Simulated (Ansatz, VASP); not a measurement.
**CoC6N6 in VASP and in Ansatz**

```
CELL_PARAMETERS angstrom
6.81428 0.00000 0.00000
-3.40714 5.90134 0.00000
0.00000 0.00000 6.02554
ATOMIC_POSITIONS crystal
Co 0.00000 0.00000 0.00000
C 0.00000 0.21832 0.81045
C 0.21832 0.00000 0.81045
C 0.78168 0.78168 0.81045
C 0.00000 0.78168 0.18955
C 0.78168 0.00000 0.18955
C 0.21832 0.21832 0.18955
N 0.00000 0.36088 0.69895
N 0.36088 0.00000 0.69895
N 0.63912 0.63912 0.69895
N 0.00000 0.63912 0.30106
N 0.63912 0.00000 0.30106
N 0.36088 0.36088 0.30106
```

Alike in both runs: task single point; functional PBE; dispersion D3(BJ); k mesh 3 × 3 × 4; occupations gaussian, width 0.1 eV; collinear spin.

|  | VASP | Ansatz |
| --- | --- | --- |
| version | VASP 6.6.1 | Ansatz 0.2.0 |
| potentials or method | VASP PAW PBE potentials, release 64 (Co, C, N), cutoff 520 eV | scalar-relativistic, plane waves, PAW |
| valence electrons in the cell | 63 | 71 |

```tsv
	VASP	Ansatz	Ansatz less VASP
gap on the k mesh at the Fermi level (eV)	none	none	-
pressure (GPa)	-0.6	-0.9	-0.27
traceless stress, the component that is largest in VASP (GPa)	-0.14	-0.18	-0.040
rms of the force components (eV/Å)	0.084	0.121	+0.0379
net moment per atom (μB)	0.23	0.23	0.000
size of the moment on the site where the two differ most (μB)	0.20	0.10	-0.100
```

Site moments also hang on the region over which each program counts them. Atom by atom the forces differ by 0.203 eV/Å (rms over components). A gap of «none» marks a metal or a gap that the smearing closes. One of these differences is far larger than is usual between the two programs; its cause wasn't traced. VASP's potentials hold 63 valence electrons a cell and Ansatz's 71, so a difference there can come from the potentials and not from the codes.

Noted on VASP's run: the standard files for N, O and F lose accuracy on very short bonds.
